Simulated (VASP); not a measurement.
Set up this calculation in VASP 6.6.1, as the native input.

| Property | Result |
| --- | --- |
| Task | single point |
| Functional | PBE |
| Potentials or basis | VASP PAW PBE potentials, release 64 (Ge_d, Pt) |
| Cutoff | 520 eV |
| k mesh | 6 × 6 × 6 |
| Occupations | gaussian, width 0.1 eV |
| Spin | no spin polarisation |
| Dipole correction | no |
| Further INCAR settings | ALGO = Normal; EDIFF = 1e-07; NBANDS = 19 |

The structure of GePt lies in POSCAR:

```
GePt
1.0
    3.1964604321      0.0000000000      0.0000000000
    0.0000000000      3.1964604321      0.0000000000
    0.0000000000      0.0000000000      3.1838643653
Ge Pt
1 1
Direct
    0.5000000000      0.5000000000      0.5000000000
    0.0000000000      0.0000000000      0.0000000000
```

These files were run (other wordings do the same):

INCAR

```
PREC     = Accurate       # precision mode
ENCUT    = 520            # plane-wave cutoff, eV
EDIFF    = 1E-7           # SCF threshold, eV
ISMEAR   = 0              # smearing method
SIGMA    = 0.1            # smearing width, eV
LREAL    = False          # projectors in reciprocal space
LASPH    = True           # aspherical terms in the spheres
NELM     = 100            # most SCF steps
ALGO     = Normal         # electronic algorithm
ISIF     = 2              # what is computed and relaxed
LWAVE    = False          # write WAVECAR
LCHARG   = False          # write CHGCAR
GGA      = PE             # functional
NBANDS   = 19             # bands
```

KPOINTS

```
Automatic mesh
0
Gamma
  6 6 6
```

Potentials or basis: VASP PAW PBE potentials, release 64 (Ge_d, Pt).

Run with:

```console
$ cat potpaw_PBE.64/Ge_d/POTCAR potpaw_PBE.64/Pt/POTCAR > POTCAR
$ mpirun -np 1 vasp_std > vasp.out
```

Results of the run:

```yaml
Pressure: 0.3 GPa
Band_gap_on_the_k_mesh: zero (band 12 reaches 11.94 eV, above the bottom of band 13 at 8.30 eV)
```

Caveat: spin-orbit coupling is left out, which moves the levels of the heavy elements.

It took 24 s on 1 thread of AMD EPYC 7R43 64-Core Processor (Zen 3), on a shared host, peak memory 0.12 GiB.
